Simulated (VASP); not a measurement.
The system is GaN.

```
CELL_PARAMETERS angstrom
0.00000 2.20750 2.20750
2.20750 0.00000 2.20750
2.20750 2.20750 0.00000
ATOMIC_POSITIONS crystal
Ga 0.00000 0.00000 0.00000
N 0.25000 0.25000 0.25000
```

Base run:

* Program: VASP 6.6.1
* Functional: PBEsol
* Dispersion: D3(BJ)
* Potentials or basis: VASP PAW PBE potentials, release 64 (Ga_d, N)
* Cutoff: 520 eV
* k mesh: 10 × 10 × 10
* Occupations: fermi-dirac, width 0.05 eV
* Spin: no spin polarisation

Its results: band gap on the k mesh 2.08 eV, direct; pressure 8.1 GPa.

Task: The run is repeated on the same cell with these changes: dispersion from D3(BJ) to none; cutoff from 520 eV to 600 eV. What comes out?

Result: Band gap on the k mesh 2.08 eV, direct; pressure 11.4 GPa.

Caveats: the PAW data sets were made with another functional, which shifts forces and pressure a little.

